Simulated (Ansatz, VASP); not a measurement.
## C: VASP beside Ansatz

File POSCAR:

```
C
1.0
    1.2587270051      0.7267263753      3.1796602974
   -1.2587270051      0.7267263753      3.1796602974
    0.0000000000     -1.4534527505      3.1796602974
C
2
Direct
    0.1640000000      0.1640000000      0.1640000000
    0.8360000000      0.8360000000      0.8360000000
```

Contents of INCAR.step1:

```
SYSTEM = C
PREC     = Accurate       ! precision mode
ENCUT    = 520            ! plane-wave cutoff, eV
ISMEAR   = 0              ! smearing method
SIGMA    = 0.05           ! smearing width, eV
LREAL    = .False.        ! projectors in reciprocal space
LASPH    = .True.         ! aspherical terms in the spheres
NELM     = 80             ! most SCF steps
NBANDS   = 11             ! bands
GGA      = PE             ! functional
ALGO     = Normal         ! electronic algorithm
EDIFF    = 1E-4           ! SCF threshold, eV
LWAVE    = .True.         ! write WAVECAR
LCHARG   = .False.        ! write CHGCAR
```

Contents of INCAR.step2:

```
SYSTEM = C
PREC     = Accurate       ! precision mode
ENCUT    = 520            ! plane-wave cutoff, eV
EDIFF    = 1E-6           ! SCF threshold, eV
ISMEAR   = 0              ! smearing method
SIGMA    = 0.05           ! smearing width, eV
LREAL    = .False.        ! projectors in reciprocal space
LASPH    = .True.         ! aspherical terms in the spheres
NELM     = 80             ! most SCF steps
ALGO     = Normal         ! electronic algorithm
ISIF     = 2              ! what is computed and relaxed
LWAVE    = .False.        ! write WAVECAR
LCHARG   = .True.         ! write CHGCAR
METAGGA  = R2SCAN         ! meta-GGA
LMIXTAU  = .True.       
LELF     = .True.         ! ELF
LVHAR    = .True.       
NBANDS   = 11             ! bands
ISTART   = 1
```

Contents of KPOINTS:

```
Automatic mesh
0
Gamma
  12 12 12
  0 0 0
```

Input for Ansatz:

```yaml
crystal:
  lattice:
    - [1.2587270051, 0.7267263753, 3.1796602974]
    - [-1.2587270051, 0.7267263753, 3.1796602974]
    - [0.0, -1.4534527505, 3.1796602974]
  atoms:
    - { symbol: C, position: [0.164, 0.164, 0.164] }
    - { symbol: C, position: [0.836, 0.836, 0.836] }
basis:
  ecutwfc: 500
kpoints:
  mp_grid: { grid: [12, 12, 12] }
hamiltonian:
  xc: r2scan
scf:
  occupations: { method: gaussian, width: 0.05 }
output:
  forces: true
  stress: true
  eigenvalues: true
```

Change from the starting cell: strain +0.025 along x and y, -0.050 along z, atoms carried along.

Alike in both runs: task single point; functional r2SCAN; k mesh 12 × 12 × 12; occupations gaussian, width 0.05 eV; no spin polarisation.

```csv
,VASP,Ansatz
version,VASP 6.6.1,Ansatz 0.2.0
potentials or method,"VASP PAW PBE potentials, release 64 (C), cutoff 520 eV","scalar-relativistic, plane waves, PAW"
valence electrons in the cell,8,8
```

|  | VASP | Ansatz | Ansatz less VASP |
| --- | --- | --- | --- |
| gap on the k mesh at the Fermi level (eV) | 1.06 | 1.06 | +0.001 |
| least direct gap on the mesh (eV) | 1.06 | 1.06 | +0.001 |
| pressure (GPa) | -18.3 | -19.0 | -0.66 |
| traceless stress, the component that is largest in VASP (GPa) | 22.21 | 22.95 | +0.738 |
| rms of the force components (eV/Å) | 0.475 | 0.480 | +0.0048 |

VASP's potentials were made for PBE, not for r2SCAN. Atom by atom the forces differ by 0.005 eV/Å (rms over components).
